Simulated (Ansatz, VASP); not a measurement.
**Two plane-wave programs on Cu2O**

INCAR

```
  PREC = Accurate
  ENCUT = 600
  EDIFF = 1E-6
  ISMEAR = 0
  SIGMA = 0.01
  LREAL = F
  LASPH = T
  NELM = 200
  ALGO = Normal
  ISIF = 2
  LWAVE = F
  LCHARG = F
  LMAXMIX = 4
  LDAU = T
  LDAUTYPE = 2
  LDAUL = 2 -1
  LDAUU = 4.5 0
  LDAUJ = 0 0
  LDAUPRINT = 1
  GGA = PS
  NBANDS = 37
  GGA_COMPAT = F
```

Contents of KPOINTS:

```
regular mesh
0
Gamma
  4 4 4
```

The input POSCAR:

```
Cu2O
1.0
    4.2600000000      0.0000000000      0.0000000000
    0.0000000000      4.2600000000      0.0000000000
    0.0000000000      0.0000000000      4.2600000000
Cu O
4 2
Direct
    0.2500000000      0.2500000000      0.2500000000
    0.2500000000      0.7500000000      0.7500000000
    0.7500000000      0.2500000000      0.7500000000
    0.7500000000      0.7500000000      0.2500000000
    1.0000000000      1.0000000000      1.0000000000
    0.5000000000      0.5000000000      0.5000000000
```

Input for Ansatz:

```yaml
crystal:
  lattice:
    bravais: cubic
    a: 4.26
  space_group: 224
  setting:
    origin_choice: 1
  atoms:
    - { symbol: Cu, position: [0.25, 0.25, 0.25] }
    - { symbol: O, position: [0.0, 0.0, 0.0] }
basis:
  ecutwfc: 510.0
kpoints:
  mp_grid:
    grid: [4, 4, 4]
hamiltonian:
  xc: pbesol
  hubbard:
    - { species: Cu, l: d, u_eff: 4.5 }
scf:
  occupations:
    method: fixed
output:
  eigenvalues: true
```

Alike in both runs: task single point; functional PBEsol; k mesh 4 × 4 × 4; no spin polarisation; Hubbard terms Cu d U = 4.5 eV.

|  | VASP | Ansatz |
| --- | --- | --- |
| version | VASP 6.6.1 | Ansatz 0.2.0 |
| potentials or method | VASP PAW PBE potentials, release 64 (Cu, O), cutoff 600 eV | plane waves, PAW |
| occupations | gaussian, width 0.01 eV | fixed |
| valence electrons in the cell | 56 | 88 |

Ansatz gave:

```
gap on the k mesh at the Fermi level (eV) : 0.79
```

Q: Estimate VASP's values.

A: gap on the k mesh at the Fermi level (eV): 0.70.

VASP's potentials were made for PBE, not for PBEsol. The programs project onto different local orbitals, so the same U acts differently, and such runs can settle in different states. VASP's potentials hold 56 valence electrons a cell and Ansatz's 88, so a difference there can come from the potentials and not from the codes.
